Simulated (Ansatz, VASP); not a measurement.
BiP in VASP and in Ansatz

The input INCAR:

```
SYSTEM = BiP
ALGO = Normal ; EDIFF = 1E-6
ENCUT = 500 ; GGA = PE
GGA_COMPAT = .FALSE. ; ISIF = 2
ISMEAR = -1 ; LASPH = .TRUE.
LCHARG = .FALSE. ; LREAL = .FALSE.
LWAVE = .FALSE. ; NBANDS = 17
NELM = 120 ; PREC = Accurate
SIGMA = 0.05
```

Contents of KPOINTS:

```
k-points
0
G
  8 8 6
  0 0 0
```

POSCAR

```
BiP
1.0
    3.8430037400      0.0000000000      0.0000000000
   -1.9215018700      3.3281388600      0.0000000000
    0.0000000000      0.0000000000      4.4518618300
Bi P
1 1
Direct
    0.0067470000      0.0137200000      0.5030140000
    0.0043270000      0.0174930000      0.0038210000
```

Contents of input.yaml:

```yaml
crystal:
  lattice:
    - [3.84300374, 0.0, 0.0]
    - [-1.92150187, 3.32813886, 0.0]
    - [0.0, 0.0, 4.45186183]
  atoms:
    - { symbol: Bi, position: [0.006747, 0.01372, 0.503014] }
    - { symbol: P, position: [0.004327, 0.017493, 0.003821] }
kpoints:
  mp_grid: { grid: [8, 8, 6] }
scf:
  occupations: { method: fermi_dirac, width: 0.05 }
hamiltonian:
  xc: pbe
  pseudopotentials: { kind: all_electron, lapw: { basis_error: 0.001 } }
output:
  forces: true
  stress: true
  eigenvalues: true
  populations: true
```

Change from the starting cell: atoms moved at random, drawn with an rms of 0.05 Å.

Alike in both runs: task single point; functional PBE; k mesh 8 × 8 × 6; occupations fermi-dirac, width 0.05 eV; no spin polarisation.

```csv
,VASP,Ansatz
version,VASP 6.6.1,Ansatz 0.2.0
potentials or method,"VASP PAW PBE potentials, release 64 (Bi_d, P), cutoff 500 eV","all-electron LAPW, scalar-relativistic"
```

```tsv
	VASP	Ansatz	Ansatz less VASP
gap on the k mesh at the Fermi level (eV)	none	none	-
pressure (GPa)	19.7	20.1	+0.39
traceless stress, the component that is largest in VASP (GPa)	35.16	35.87	+0.710
rms of the force components (eV/Å)	0.106	0.108	+0.0023
```

Atom by atom the forces differ by 0.002 eV/Å (rms over components). A gap of «none» marks a metal or a gap that the smearing closes. Ansatz ran all-electron here, and VASP with PAW potentials.

Spin-orbit coupling is off throughout.
